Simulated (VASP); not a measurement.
Write the native input for VASP 6.6.1 that does the following.

| Quantity | Value |
| --- | --- |
| Task | single point |
| Functional | PBE |
| Potentials or basis | VASP PAW PBE potentials, release 64 (Sr_sv, W_sv) |
| Cutoff | 520 eV |
| k mesh | 8 × 8 × 8 |
| Occupations | gaussian, width 0.1 eV |
| Spin | no spin polarisation |
| Dipole correction | no |
| Further INCAR settings | ALGO = Fast; EDIFF = 1e-06; NBANDS = 47 |

The structure of SrW2 lies in POSCAR:

```
SrW2
1.0
    0.0000000000      4.0147396383      4.0147396383
    4.0147396383      0.0000000000      4.0147396383
    4.0147396383      4.0147396383      0.0000000000
Sr W
2 4
Direct
    0.0000000000      0.0000000000      0.0000000000
    0.2500000000      0.2500000000      0.2500000000
    0.6250000000      0.6250000000      0.6250000000
    0.1250000000      0.6250000000      0.6250000000
    0.6250000000      0.6250000000      0.1250000000
    0.6250000000      0.1250000000      0.6250000000
```

The input as run:

INCAR

```
PREC = Accurate
ENCUT = 520
EDIFF = 1E-6
ISMEAR = 0
SIGMA = 0.1
LREAL = F
LASPH = T
NELM = 60
ALGO = Fast
ISIF = 2
LWAVE = F
LCHARG = F
GGA = PE
NBANDS = 47
```

KPOINTS

```
regular mesh
0
Gamma
  8 8 8
```

Potentials or basis: VASP PAW PBE potentials, release 64 (Sr_sv, W_sv).

Launch:

```sh
$ cat potpaw_PBE.64/Sr_sv/POTCAR potpaw_PBE.64/W_sv/POTCAR > POTCAR
$ mpirun -np 1 vasp_std > vasp.out
```

It gave:

```
Pressure               : 0.3 GPa
Band gap on the k mesh : zero (bands 38 and 39 overlap by 1.69 eV)
```

Caveat: spin-orbit coupling is left out, which moves the levels of the heavy elements.

It took 15 min on 1 thread of Intel Xeon 8259CL (shared host), peak memory 0.34 GiB.
